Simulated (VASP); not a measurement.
A run of VASP 6.6.1:

The input POSCAR:

```
In
1.0
   -1.8305594568      1.8305594568      1.8305594568
    1.8305594568     -1.8305594568      1.8305594568
    1.8305594568      1.8305594568     -1.8305594568
In
1
Direct
    0.0000000000      0.0000000000      0.0000000000
```

INCAR.step1

```
ALGO = Normal
EDIFF = 1E-5
ENCUT = 550
GGA = PE
GGA_COMPAT = F
ISMEAR = -1
LASPH = T
LCHARG = F
LREAL = F
LWAVE = T
NBANDS = 12
NELM = 120
PREC = Accurate
SIGMA = 0.1
```

Contents of INCAR.step2:

```
ALGO = Normal
EDIFF = 1E-6
ENCUT = 550
GGA_COMPAT = F
ISIF = 2
ISMEAR = -1
ISTART = 1
LASPH = T
LCHARG = T
LELF = T
LMIXTAU = T
LREAL = F
LVHAR = T
LWAVE = F
METAGGA = R2SCAN
NBANDS = 12
NELM = 120
PREC = Accurate
SIGMA = 0.1
```

KPOINTS

```
k-points
0
Gamma
  13 13 13
```

Potentials or basis: VASP PAW PBE potentials, release 64 (In_d).

Launch:

```console
$ cat potpaw_PBE.64/In_d/POTCAR > POTCAR
$ cp INCAR.step1 INCAR
$ mpirun -np 1 vasp_std > vasp.out
$ cp INCAR.step2 INCAR
$ mpirun -np 1 vasp_std > vasp.out
```

Hardware: 1 thread of AMD EPYC 9R45 (Zen 5), on a shared host.

Question: Estimate the wall time of this run.

Answer: Run time: 86 s on 1 thread of AMD EPYC 9R45 (Zen 5), on a shared host, peak memory 0.12 GiB. Counts: k points 84.
